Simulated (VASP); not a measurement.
Wanted: the native input for a VASP 6.6.1 run.

```yaml
Task: single point
Functional: PBE
Potentials_or_basis: VASP PAW PBE potentials, release 64 (Cu, O)
Cutoff: 520 eV
k_mesh: 10 × 10 × 10
Occupations: fermi-dirac, width 0.05 eV
Spin: no spin polarisation
Hubbard_terms: Cu d U = 4.0 eV
Dipole_correction: no
Further_INCAR_settings: ALGO = Normal; EDIFF = 1e-06; NBANDS = 16
```

The structure of CuO lies in POSCAR:

```
CuO
1.0
    2.6508237737      0.0000000000      0.0000000000
    0.0000000000      2.6508237737      0.0000000000
    0.0000000000      0.0000000000      2.6508237737
Cu O
1 1
Direct
    0.0000000000      0.0000000000      0.0000000000
    0.5000000000      0.5000000000      0.5000000000
```

One way to write it, as run:

INCAR

```
SYSTEM = CuO
PREC = Accurate ; ENCUT = 520
EDIFF = 1E-6 ; ISMEAR = -1
SIGMA = 0.05 ; LREAL = .False.
LASPH = .True. ; NELM = 150
ALGO = Normal ; ISIF = 2
LWAVE = .False. ; LCHARG = .True.
LMAXMIX = 4 ; LDAU = .True.
LDAUTYPE = 2 ; LDAUL = 2 -1
LDAUU = 4 0 ; LDAUJ = 0 0
LDAUPRINT = 1 ; GGA = PE
LELF = .True. ; LVHAR = .True.
NBANDS = 16
```

KPOINTS

```
Automatic mesh
0
Gamma
  10 10 10
  0 0 0
```

Potentials or basis: VASP PAW PBE potentials, release 64 (Cu, O).

Launch:

```bash
$ cat potpaw_PBE.64/Cu/POTCAR potpaw_PBE.64/O/POTCAR > POTCAR
$ mpirun -np 1 vasp_std > vasp.out
```

It gave:

* Pressure: -4.3 GPa

Caveat: an odd number of electrons without spin polarisation forces a metal; a magnetic or distorted state may lie lower; U without spin polarisation on a metal has little footing.

It took 26 s on 1 thread of Intel Xeon 8259CL (shared host), peak memory 0.13 GiB.
